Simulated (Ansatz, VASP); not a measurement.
**Si2Ni: VASP beside Ansatz**

INCAR

```
PREC = Accurate
ENCUT = 520
EDIFF = 1E-7
ISMEAR = 0
SIGMA = 0.15
LREAL = F
LASPH = T
NELM = 60
ALGO = Normal
ISIF = 2
LWAVE = F
LCHARG = F
GGA = PS
NBANDS = 37
```

The input KPOINTS:

```
Automatic mesh
0
Gamma
  14 14 5
```

The input POSCAR:

```
Si2Ni
1.0
    2.6957048483     -2.6957048483      0.0000000000
    2.6957048483      0.0000000000     -2.6957048483
    5.3048071561      5.3048071561      5.3048071561
Si Ni
6 3
Direct
    0.6666666667      0.6666666667      0.4234858116
    1.0000000000      0.0000000000      0.0847107133
    0.3333333333      0.3333333333      0.7622609098
    0.6666666667      0.6666666667      0.9316484589
    1.0000000000      0.0000000000      0.5928733607
    0.3333333333      0.3333333333      0.2540982624
    0.3333333333      0.3333333333      0.5081795861
    0.6666666667      0.6666666667      0.1694044879
    1.0000000000      0.0000000000      0.8469546844
```

Input for Ansatz:

```yaml
crystal:
  lattice:
    - [2.6957048483, -2.6957048483, 0.0]
    - [2.6957048483, 0.0, -2.6957048483]
    - [5.3048071561, 5.3048071561, 5.3048071561]
  atoms:
    - { symbol: Si, position: [0.6666666667, 0.6666666667, 0.4234858116] }
    - { symbol: Si, position: [1.0, 0.0, 0.0847107133] }
    - { symbol: Si, position: [0.3333333333, 0.3333333333, 0.7622609098] }
    - { symbol: Si, position: [0.6666666667, 0.6666666667, 0.9316484589] }
    - { symbol: Si, position: [1.0, 0.0, 0.5928733607] }
    - { symbol: Si, position: [0.3333333333, 0.3333333333, 0.2540982624] }
    - { symbol: Ni, position: [0.3333333333, 0.3333333333, 0.5081795861] }
    - { symbol: Ni, position: [0.6666666667, 0.6666666667, 0.1694044879] }
    - { symbol: Ni, position: [1.0, 0.0, 0.8469546844] }
basis:
  ecutwfc: 420
kpoints:
  mp_grid: { grid: [14, 14, 5] }
hamiltonian:
  xc: pbesol
scf:
  occupations: { method: gaussian, width: 0.15 }
output:
  forces: true
  stress: true
  eigenvalues: true
```

Alike in both runs: task single point; functional PBEsol; k mesh 14 × 14 × 5; occupations gaussian, width 0.15 eV; no spin polarisation.

|  | VASP | Ansatz |
| --- | --- | --- |
| version | VASP 6.6.1 | Ansatz 0.2.0 |
| potentials or method | VASP PAW PBE potentials, release 64 (Si, Ni), cutoff 520 eV | scalar-relativistic, plane waves, PAW |
| valence electrons in the cell | 54 | 78 |

```tsv
	VASP	Ansatz	Ansatz less VASP
gap on the k mesh at the Fermi level (eV)	none	none	-
pressure (GPa)	3.4	3.3	-0.16
traceless stress, the component that is largest in VASP (GPa)	2.24	2.23	-0.017
rms of the force components (eV/Å)	0.429	0.427	-0.0027
```

VASP's potentials were made for PBE, not for PBEsol. Atom by atom the forces differ by 0.003 eV/Å (rms over components). A gap of «none» marks a metal or a gap that the smearing closes. VASP's potentials hold 54 valence electrons a cell and Ansatz's 78, so a difference there can come from the potentials and not from the codes.
